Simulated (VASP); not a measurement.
Input of a VASP 6.6.1 run:

Contents of INCAR:

```
PREC = Accurate ; ENCUT = 520
EDIFF = 1E-6 ; ISMEAR = 0
SIGMA = 0.1 ; LREAL = False
LASPH = True ; NELM = 80
ALGO = Normal ; ISIF = 2
LWAVE = False ; LCHARG = True
GGA = PE ; LELF = True
LVHAR = True ; NBANDS = 46
```

The input KPOINTS:

```
regular mesh
0
Gamma
  2 2 2
```

POSCAR

```
Mg2ZnS3
1.0
    0.0000920105     -0.0003550839     -6.4292408620
    0.0004076917      6.8989614139      0.0003285720
    5.9837693823     -3.4492519527     -0.0001520546
Mg Zn S
4 2 6
Direct
    0.4965435327      0.5036827232      0.6696753452
    0.4964951049      0.8340178729      0.3304032204
    0.9964314128      0.4964248746      0.3303832984
    0.9964440157      0.1660240310      0.6695702523
    0.4951297032      0.1634421620      0.0000418640
    0.9952323691      0.8364470462     -0.0000530271
    0.6267678501      0.8439254581      0.0000480182
    0.6125469700      0.1670451535      0.6771521449
    0.6125607914      0.4898853570      0.3228315887
    0.1267010288      0.1559698670     -0.0000219099
    0.1125811452      0.5100531370      0.6770197419
    0.1125660759      0.8330823175      0.3229494630
```

Potentials or basis: VASP PAW PBE potentials, release 64 (Mg, Zn, S).

The run is started by

```bash
$ cat potpaw_PBE.64/Mg/POTCAR potpaw_PBE.64/Zn/POTCAR potpaw_PBE.64/S/POTCAR > POTCAR
$ mpirun -np 1 vasp_std > vasp.out
```

(1) Estimate the band gap on the k mesh.

(2) Predict the pressure.

(3) What does it give for the largest force?

Results:

(1) 2.96 eV.

(2) -0.1 GPa.

(3) 0.032 eV/Å.

Caveat: the k points lie up to 0.53 Å⁻¹ apart.
